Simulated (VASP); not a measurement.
# SnO2 (P1) in VASP: a series of runs

SnO2 is run at these levels: PBE; tasks: single point.

Program: VASP 6.6.1. These are calculated values, not measurements. Logs are shortened: lines on timing, memory, paths and dates and some standing lists are left out, and cuts for length are marked.

### 1 The cell of the first run

The typed cell holds 18 atoms: a = 5.833 Å, b = 5.833 Å, c = 7.579 Å, α = 73.13°, β = 73.13°, γ = 71.85°.

### 2 Single point, PBE (dynamics (npt langevin) at 1200 K, volume x 1.04, from the last frame before)

Input file INCAR:

```
SYSTEM = SnO2
PREC = Accurate ; ENCUT = 520
EDIFF = 1E-7 ; ISMEAR = -1
SIGMA = 0.1034 ; LREAL = Auto
LASPH = .True. ; NELM = 60
ALGO = Normal ; ISIF = 2
LWAVE = .False. ; LCHARG = .False.
GGA = PE ; NBANDS = 93
```

Input file KPOINTS:

```
Automatic mesh
0
Gamma
  2 2 2
  0.5 0.5 0.5
```

Input file POSCAR:

```
SnO2
1.0
    0.0000000000     -4.8399420000      3.2554040000
   -4.8399420000      0.0000000000      3.2554040000
   -4.8399420000     -4.8399420000     -3.2554040000
Sn O
6 12
Direct
    0.3068322577      0.3487767686      0.6747799187
    0.6837123702      0.6607226319      0.3292869591
    0.0041912463     -0.0090903179      0.0030280551
    0.3531356504      0.3137649307      0.1779560445
    0.6457392040      0.6891618318      0.8101670858
    1.0043455646      1.0124845051      0.4857820031
    0.2504998760      0.2136814596      0.4650411367
    0.5736011885      0.5736536685      0.1198118730
    0.9208239244      0.8779719646      0.7959268135
    0.0327497257      0.6455938465      0.1783509445
    0.3318072256      0.9913789725      0.8444465394
    0.6740871539      0.2802758231      0.5049997029
    0.0718853751      0.1434475963      0.1942421942
    0.4206897049      0.4667315789      0.8704584122
    0.7468653849      0.7821951471      0.5349667114
    0.6415306044      0.0307026234      0.1742661552
    0.9324487529      0.3315719242      0.8277113895
    0.3213931086      0.6962071043      0.4885949036
```

Potentials or basis: VASP PAW PBE potentials, release 64 (Sn_d, O).

Run with:

```console
> cat potpaw_PBE.64/Sn_d/POTCAR potpaw_PBE.64/O/POTCAR > POTCAR
> mpirun -np 1 vasp_std > vasp.out
```

OUTCAR:

```text
SYSTEM = SnO2
   PREC = Accurate
   ENCUT = 520
   EDIFF = 1E-7
   ISMEAR = -1
   LREAL = Auto
   LASPH = .True.
   NELM = 60
   ISIF = 2
   GGA = PE

 ion  position               nearest neighbor table
   1  0.307  0.349  0.675-  11 2.09   7 2.11  18 2.12  14 2.14  12 2.14  17 2.17   3 3.22   2 3.37
                             5 3.70   5 3.73   5 3.74   4 3.76
   2  0.684  0.661  0.329-  10 2.01  15 2.05  18 2.09   8 2.11  16 2.11  12 2.24   3 3.18   1 3.37
                             5 3.64   6 3.67   4 3.70
   3  0.004  0.991  0.003-  11 1.94  17 2.04  10 2.05  13 2.08   9 2.09  16 2.12   2 3.18   1 3.22
                             5 3.67   6 3.70   4 3.71
   4  0.353  0.314  0.178-  16 1.96   7 2.04  13 2.13   8 2.15  14 2.21  10 2.23   6 3.12   5 3.39
                             2 3.70   3 3.71   1 3.76
   5  0.646  0.689  0.810-  15 1.95  14 2.00  11 2.12   9 2.17   8 2.20  17 2.23   6 3.28   4 3.39
                             2 3.64   3 3.67   1 3.70   1 3.73   1 3.74
   6  0.004  0.012  0.486-  12 2.07   7 2.07  13 2.08  18 2.17  15 2.20   9 2.21   4 3.12   5 3.28
                             2 3.67   3 3.70
   7  0.250  0.214  0.465-   4 2.04   6 2.07   1 2.11
   8  0.574  0.574  0.120-   2 2.11   4 2.15   5 2.20
   9  0.921  0.878  0.796-   3 2.09   5 2.17   6 2.21
  10  0.033  0.646  0.178-   2 2.01   3 2.05   4 2.23
  11  0.332  0.991  0.844-   3 1.94   1 2.09   5 2.12
  12  0.674  0.280  0.505-   6 2.07   1 2.14   2 2.24
  13  0.072  0.143  0.194-   6 2.08   3 2.08   4 2.13
  14  0.421  0.467  0.870-   5 2.00   1 2.14   4 2.21
  15  0.747  0.782  0.535-   5 1.95   2 2.05   6 2.20
  16  0.642  0.031  0.174-   4 1.96   2 2.11   3 2.12
  17  0.932  0.332  0.828-   3 2.04   1 2.17   5 2.23
  18  0.321  0.696  0.489-   2 2.09   1 2.12   6 2.17

  LATTYP: Found a base centered monoclinic cell.
 ALAT       =     9.4467294838
 B/A-ratio  =     0.7245588676
 C/A-ratio  =     0.8023335743
 COS(beta)  =    -0.3583027536

  Lattice vectors:

 A1 = (   0.0000000000,   4.8399420000,  -3.2554040000)
 A2 = (   4.8399420000,   0.0000000000,  -3.2554040000)
 A3 = (  -4.8399420000,  -4.8399420000,  -3.2554040000)

Analysis of symmetry for initial positions (statically):
=====================================================================
 Subroutine PRICEL returns:
 Original cell was already a primitive cell.

 Routine SETGRP: Setting up the symmetry group for a
 base centered monoclinic supercell.

 Subroutine GETGRP returns: Found  1 space group operations
 (whereof  1 operations were pure point group operations)
 out of a pool of  4 trial point group operations.

The static configuration has the point symmetry C_1 .

Analysis of symmetry for dynamics (positions and initial velocities):
=====================================================================
 Subroutine PRICEL returns:
 Original cell was already a primitive cell.

 Routine SETGRP: Setting up the symmetry group for a
 base centered monoclinic supercell.

 Subroutine GETGRP returns: Found  1 space group operations
 (whereof  1 operations were pure point group operations)
 out of a pool of  4 trial point group operations.

The dynamic configuration has the point symmetry C_1 .

 Subroutine INISYM returns: Found  1 space group operations
 (whereof  1 operations are pure point group operations),
 and found     1 'primitive' translations

----------------------------------------------------------------------------------------

                                     Primitive cell

  volume of cell :     228.7739

  direct lattice vectors                    reciprocal lattice vectors
     0.000000000 -4.839942000  3.255404000     0.068871349 -0.137742697  0.102393845
    -4.839942000  0.000000000  3.255404000    -0.137742697  0.068871349  0.102393845
    -4.839942000 -4.839942000 -3.255404000    -0.068871349 -0.068871349 -0.102393845

  length of vectors
     5.832897545  5.832897545  7.579428232     0.184934618  0.184934618  0.141318877

  position of ions in fractional coordinates (direct lattice)
     0.306832258  0.348776769  0.674779919
     0.683712370  0.660722632  0.329286959
     0.004191246  0.990909682  0.003028055
     0.353135650  0.313764931  0.177956045
     0.645739204  0.689161832  0.810167086
     0.004345565  0.012484505  0.485782003
[... 10 lines left out ...]
     0.932448753  0.331571924  0.827711390
     0.321393109  0.696207104  0.488594904

  ion indices of the primitive-cell ions
   primitive index   ion index
                 1           1
                 2           2
                 3           3
                 4           4
                 5           5
                 6           6
[... 10 lines left out ...]
                17          17
                18          18

----------------------------------------------------------------------------------------

 KPOINTS: Automatic mesh

Automatic generation of k-mesh.
 Grid dimensions read from file:
[... 54 lines left out ...]
   PSTRESS=    0.0 pullay stress
   NELECT =     156.0000    total number of electrons
   NUPDOWN=      -1.0000    fix difference up-down
   EMIN   =  10.00;   EMAX   =-10.00  energy-range for DOS
   EFERMI =   0.00;   METHOD = LEGACY
   ISMEAR =    -1;   SIGMA  =   0.10  broadening in eV -4-tet -1-fermi 0-gaus
   EFERMI_NEDOS =   21; number of points for ismear=-14 and -15
   IALGO  =     38    algorithm
   IMIX   =      4    mixing-type and parameters
     AMIX     =   0.40;   BMIX     =  1.00
     AMIX_MAG =   1.60;   BMIX_MAG =  1.00
  volume/ion in A,a.u.               =      12.71        85.77
  Fermi-wavevector in a.u.,A,eV,Ry     =   1.440945  2.722992 28.250101  2.076324
  Thomas-Fermi vector in A             =   2.559633
   LORBIT       =      0    0 simple, 1 ext, 2 COOP (PROOUT), +10 PAW based schemes
   GGA     = PE    functional components
   LHFCALC =     F    Hartree Fock is set to
   AEXX    =    0.0000 exact exchange contribution
   IVDW    =     0    specifies the selected vdW correction
   LEPSILON=     F    determine dielectric tensor
   LRPA    =     F    only Hartree local field effects (RPA)
 non-spin polarized calculation
  energy-cutoff  :      520.00
  volume of cell :      228.77
 maximum number of plane-waves:      6165
 NGX is ok and might be reduce to    48
   NGX = 21   NGY = 21   NGZ = 29

 number of electron     155.9999977 magnetization

 Free energy of the ion-electron system (eV)
  ---------------------------------------------------
  ext. energy  EPLUGINS =         0.00000000
  ---------------------------------------------------
  free energy    TOTEN  =      -110.31952512 eV

  energy without entropy =     -110.31944258  energy(sigma->0) =     -110.31948385

 E-fermi :   6.4224     XC(G=0): -10.9342

 val. band max:        5.3412521045   @ k =   0.2500   0.2500   0.2500
 cond. band min:       7.4116195450   @ k =   0.2500   0.2500   0.2500
 fundamental gap:      2.0703674406
 Fermi energy:         6.4223859879

 k-point     1 :       0.2500    0.2500    0.2500
  band No.  band energies     occupation
      1     -15.6429      2.00000
      2     -15.5537      2.00000
      3     -15.4208      2.00000
      4     -15.3074      2.00000
      5     -15.2169      2.00000
      6     -15.2073      2.00000
[... 82 lines left out ...]
     89      13.9194      0.00000
     90      14.3559      0.00000

 k-point     2 :      -0.2500    0.2500    0.2500
  band No.  band energies     occupation
      1     -15.6142      2.00000
      2     -15.5767      2.00000
      3     -15.4546      2.00000
      4     -15.4186      2.00000
      5     -15.3058      2.00000
      6     -15.1977      2.00000
[... 82 lines left out ...]
     89      13.6642      0.00000
     90      13.9287      0.00000

 k-point     3 :      -0.2500    0.2500   -0.2500
  band No.  band energies     occupation
      1     -15.6387      2.00000
      2     -15.5482      2.00000
      3     -15.4341      2.00000
      4     -15.4091      2.00000
      5     -15.3621      2.00000
      6     -15.1649      2.00000
[... 82 lines left out ...]
     89      13.5369      0.00000
     90      13.9855      0.00000

 k-point     4 :      -0.2500   -0.2500    0.2500
  band No.  band energies     occupation
      1     -15.6157      2.00000
      2     -15.5342      2.00000
      3     -15.4614      2.00000
      4     -15.3362      2.00000
      5     -15.2855      2.00000
      6     -15.1971      2.00000
[... 82 lines left out ...]
     89      13.3600      0.00000
     90      13.8542      0.00000
 [bands above 90 left out]

------------------------ aborting loop because EDIFF is reached ----------------------------------------

  FORCE on cell =-STRESS in cart. coord.  units (eV):
  Direction    XX          YY          ZZ          XY          YZ          ZX
  --------------------------------------------------------------------------------------
  -------------------------------------------------------------------------------------
  Total        1.1547639     -0.8337732      0.7119583     -1.1482134     -0.6801274      2.1734077
  in kB        8.0871839     -5.8391828      4.9860738     -8.0413088     -4.7631511     15.2210751
  external PRESSURE =       2.4113583 kB  Pullay stress =       0.0000000 kB

 VOLUME and BASIS-vectors are now :
 -----------------------------------------------------------------------------
  energy-cutoff  :      520.00
  volume of cell :      228.77
      direct lattice vectors                 reciprocal lattice vectors
     0.000000000 -4.839942000  3.255404000     0.068871349 -0.137742697  0.102393845
    -4.839942000  0.000000000  3.255404000    -0.137742697  0.068871349  0.102393845
    -4.839942000 -4.839942000 -3.255404000    -0.068871349 -0.068871349 -0.102393845

 POSITION                                       TOTAL-FORCE (eV/Angst)
 -----------------------------------------------------------------------------------
     -4.95396     -4.75095     -0.06241        -0.328221     -0.111061      0.061315
     -4.79159     -4.90286      3.30472         0.918500      1.087114     -1.462848
     -4.81060     -0.03494      3.22960        -0.440726      1.425802     -1.153391
     -2.37990     -2.57045      1.59171        -1.450313      1.676479      2.270584
     -7.25667     -7.04650      1.70822        -1.260642     -2.746319     -1.316587
     -2.41158     -2.37219     -1.52663        -0.197726     -0.585797     -1.909228
[... 10 lines left out ...]
     -5.61086     -8.51907      1.42036        -0.917988      0.286477      2.188495
     -5.73437     -3.92029      1.72213        -0.426074      0.820258     -0.777816
 -----------------------------------------------------------------------------------
    total drift:                                0.014500     -0.012324     -0.017871

  FREE ENERGIE OF THE ION-ELECTRON SYSTEM (eV)
  ---------------------------------------------------
  free  energy   TOTEN  =      -110.3195251156 eV

  energy  without entropy=     -110.3194425824  energy(sigma->0) =     -110.31948385
```

Wall time 3.8 min (1 thread of Intel Xeon Platinum 8488C (Sapphire Rapids), shared host); peak memory 0.33 GiB.

What came out:

```yaml
Free_energy: -110.3195 eV
Pressure: 0.2 GPa
Largest_force: 3.296 eV/Å
Band_gap_on_the_k_mesh: 2.07 eV, direct
```

Forces on the atoms (eV/Å):
```
Sn  -0.328 -0.111  0.061
Sn   0.918  1.087 -1.463
Sn  -0.441  1.426 -1.153
Sn  -1.450  1.676  2.271
Sn  -1.261 -2.746 -1.317
Sn  -0.198 -0.586 -1.909
O   -0.367  0.526 -0.268
O   -0.020  0.117 -0.377
O    1.031  1.310 -0.356
O    0.472 -0.842  0.100
O    1.274 -1.767  2.059
O   -0.878 -0.005  1.183
O   -0.174 -1.132 -0.013
O    0.944  0.905 -1.615
O    0.541 -0.328  1.422
O    1.281 -0.636 -0.035
O   -0.918  0.286  2.188
O   -0.426  0.820 -0.778
```

Levels at points of the mesh, in eV from the valence-band top:
| k point | band 75 | band 76 | band 77 | band 78 | band 79 | band 80 | band 81 | band 82 |
| --- | --- | --- | --- | --- | --- | --- | --- | --- |
| (0.25, 0.25, 0.25) | -0.54 | -0.44 | -0.37 | 0.00 | 2.07 | 4.20 | 4.33 | 4.83 |

Caveat: the k points lie up to 0.58 Å⁻¹ apart; spin-orbit coupling is left out, which moves the levels of the heavy elements; forces of over 1 eV/Å act on the atoms, so gaps and moduli don't describe the material at rest. A k mesh can miss the band edges.

### 3 Single point, PBE (dynamics (npt langevin) at 1200 K, volume x 1.04, from the last frame before)

Input file INCAR:

```
SYSTEM = SnO2
  PREC = Accurate
  ENCUT = 520
  EDIFF = 1E-7
  ISMEAR = -1
  SIGMA = 0.1034
  LREAL = Auto
  LASPH = .True.
  NELM = 80
  ALGO = Normal
  ISIF = 2
  LWAVE = .False.
  LCHARG = .False.
  GGA = PE
  NBANDS = 93
```

KPOINTS is that of step 2.

Input file POSCAR:

```
SnO2
1.0
    0.0000000000     -4.9146730000      3.3056700000
   -4.9146730000      0.0000000000      3.3056700000
   -4.9146730000     -4.9146730000     -3.3056700000
Sn O
6 12
Direct
    0.3117407838      0.3297600905      0.6561714252
    0.6524321327      0.6816871818      0.3450647506
   -0.0064914536      0.0071743590      0.0148936403
    0.2943556519      0.3253428610      0.1852516383
    0.6471089611      0.6678334325      0.8595859909
    0.9607875699      0.9806865540      0.5410403238
    0.1724800710      0.2526599731      0.4863155396
    0.5017686638      0.5954998235      0.1432785245
    0.8537472732      0.9005326850      0.8286210146
    0.0123889164      0.6579942293      0.1875491060
    0.3510413612      0.9740868822      0.8572052505
    0.6706081696      0.3021378767      0.4999429535
    0.0861298140      0.0448853609      0.2395229812
    0.4418369498      0.4098775498      0.8882946785
    0.7721482700      0.7521206913      0.5378837505
    0.6029360344      0.0323900388      0.2031383473
    0.9616791828      0.3673684321      0.8480552594
    0.3006992733      0.7022590515      0.5139388522
```

Potentials or basis: VASP PAW PBE potentials, release 64 (Sn_d, O).

Run with:

```console
> cat potpaw_PBE.64/Sn_d/POTCAR potpaw_PBE.64/O/POTCAR > POTCAR
> mpirun -np 1 vasp_std > vasp.out
```

It took 3.1 min on 1 thread of Intel Xeon Platinum 8488C (Sapphire Rapids), shared host; peak memory 0.35 GiB.

Results (log left out):

| Item | Value |
| --- | --- |
| Free energy | -109.7562 eV |
| Pressure | -6.6 GPa |
| Largest force | 3.253 eV/Å |
| Band gap on the k mesh | 1.64 eV, direct |

Forces on the atoms (eV/Å):
```
Sn  -2.197 -2.399  0.060
Sn   1.302  1.091 -0.989
Sn  -0.367  0.307 -0.783
Sn   0.331 -0.076  0.754
Sn   1.231  0.859 -1.862
Sn   0.396  0.327  2.759
O    1.704  1.214 -0.235
O    0.140 -1.347 -0.130
O    0.044 -0.444  0.982
O    1.178  0.569 -0.783
O   -0.005  1.267  0.537
O   -0.019 -0.069 -0.201
O   -1.746 -0.235  1.665
O   -0.195  0.625 -0.028
O   -1.628 -1.314 -1.601
O    0.090  0.036  1.292
O    0.129 -0.408 -0.293
O   -0.388 -0.003 -1.146
```

Stress tensor (GPa, compression positive):
```
-6.23  1.73 -0.34
 1.73 -4.64 -0.24
-0.34 -0.24 -8.82
```

Levels at points of the mesh, in eV from the valence-band top:
```
           k point  band 74  band 75  band 76  band 77  band 78  band 79  band 80  band 81  band 82  band 83
(0.25, 0.25, 0.25)    -0.62    -0.54    -0.41    -0.29     0.00     1.64     3.72     3.92     4.17     4.78
```

Caveat: the k points lie up to 0.57 Å⁻¹ apart; spin-orbit coupling is left out, which moves the levels of the heavy elements; forces of over 1 eV/Å act on the atoms, so gaps and moduli don't describe the material at rest.

### 4 Single point, PBE (dynamics (npt langevin) at 1200 K, volume x 1.04, from the last frame before)

Input file INCAR:

```
SYSTEM = SnO2
ALGO = Normal ; EDIFF = 1E-6
ENCUT = 520 ; GGA = PE
ISIF = 2 ; ISMEAR = -1
LASPH = .True. ; LCHARG = .False.
LREAL = Auto ; LWAVE = .False.
NBANDS = 93 ; NELM = 60
PREC = Accurate ; SIGMA = 0.1034
```

KPOINTS is that of step 3.

Input file POSCAR:

```
SnO2
1.0
    0.0000000000     -4.9198970000      3.3091830000
   -4.9198970000      0.0000000000      3.3091830000
   -4.9198970000     -4.9198970000     -3.3091830000
Sn O
6 12
Direct
    0.3020332618      0.3763464030      0.6779037165
    0.6584035817      0.6683546030      0.3272235564
    0.0077461324      0.0090477857     -0.0016888918
    0.3223210580      0.3388957952      0.1798817321
    0.6501762829      0.6579217703      0.8584719672
    0.9630322824      1.0360951941      0.5154265146
    0.2062935123      0.2555573485      0.4806987154
    0.5554753017      0.5604892278      0.1495081563
    0.8610943836      0.9181543180      0.7985301980
    0.0248086629      0.6480822803      0.1517058047
    0.3628291851      0.9710805367      0.8269906424
    0.6580827432      0.3132041817      0.5275502080
    0.1149071100      0.0720927990      0.2349957437
    0.4482434653      0.4230598080      0.8738567737
    0.7566313588      0.7694584566      0.5489957712
    0.6059055203      0.0210841308      0.1879891486
    0.9875258982      0.3655325922      0.8676413950
    0.2958732971      0.7160914439      0.5023171935
```

Run with:

```console
> cat potpaw_PBE.64/Sn_d/POTCAR potpaw_PBE.64/O/POTCAR > POTCAR
> mpirun -np 1 vasp_std > vasp.out
```

It took 3.1 min on 1 thread of Intel Xeon Platinum 8488C (Sapphire Rapids), shared host; peak memory 0.35 GiB.

The run converged. Its results:

- Free energy: -109.8326 eV
- Pressure: -6.8 GPa
- Largest force: 3.712 eV/Å
- Band gap on the k mesh: 1.41 eV, direct

Forces in eV/Å, atoms in the order of the input:
```
Sn   1.498 -0.043  0.973
Sn  -2.754 -2.131 -1.286
Sn   0.515 -0.395 -1.333
Sn   0.513 -0.093 -1.292
Sn   0.251  1.091  2.710
Sn   1.733 -0.749 -0.833
O    0.105  0.609  0.088
O    1.531  1.231  0.126
O   -0.766 -1.584 -0.375
O   -0.088  0.081 -0.661
O   -0.985  0.559 -0.946
O    0.139  0.458  1.672
O    0.024  1.609  1.165
O   -1.193 -0.957 -0.854
O    0.287 -0.293  0.017
O    0.164 -0.445  2.037
O   -0.863  1.204 -0.604
O   -0.113 -0.154 -0.604
```

Stress tensor (GPa, compression positive):
```
-6.33 -0.13 -0.16
-0.13 -5.66  0.13
-0.16  0.13 -8.42
```

Levels at points of the mesh, in eV from the valence-band top:
```
           k point  band 76  band 77  band 78  band 79  band 80  band 81
(0.25, 0.25, 0.25)    -0.63    -0.40     0.00     1.41     3.46     3.60
```

Caveat: the k points lie up to 0.57 Å⁻¹ apart; spin-orbit coupling is left out, which moves the levels of the heavy elements; forces of over 1 eV/Å act on the atoms, so gaps and moduli don't describe the material at rest. A k mesh can miss the band edges.

### 5 Summary

```tsv
cell	gap on the mesh (eV)	pressure (GPa)	largest force (eV/Å)
a = 5.833, b = 5.833, c = 7.579 Å, angles 73.1, 73.1, 71.9°, 18 atoms	2.07	0.2	3.30
a = 5.923, b = 5.923, c = 7.696 Å, angles 73.1, 73.1, 71.9°, 18 atoms	1.64	-6.6	3.25
a = 5.929, b = 5.929, c = 7.705 Å, angles 73.1, 73.1, 71.9°, 18 atoms	1.41	-6.8	3.71
```

Alike in all rows: task single point; level PBE; potentials or basis VASP PAW PBE potentials, release 64 (Sn_d, O); no spin polarisation; k mesh 2 × 2 × 2, shifted; cutoff (eV) 520; smearing fermi-dirac 0.1034 eV.

Caveats: all runs use coarse meshes; spin-orbit coupling is left out, which moves the levels of the heavy elements; forces of over 1 eV/Å act on the atoms, so gaps and moduli don't describe the material at rest.

Absolute energies hang on the potentials; compare differences alone.
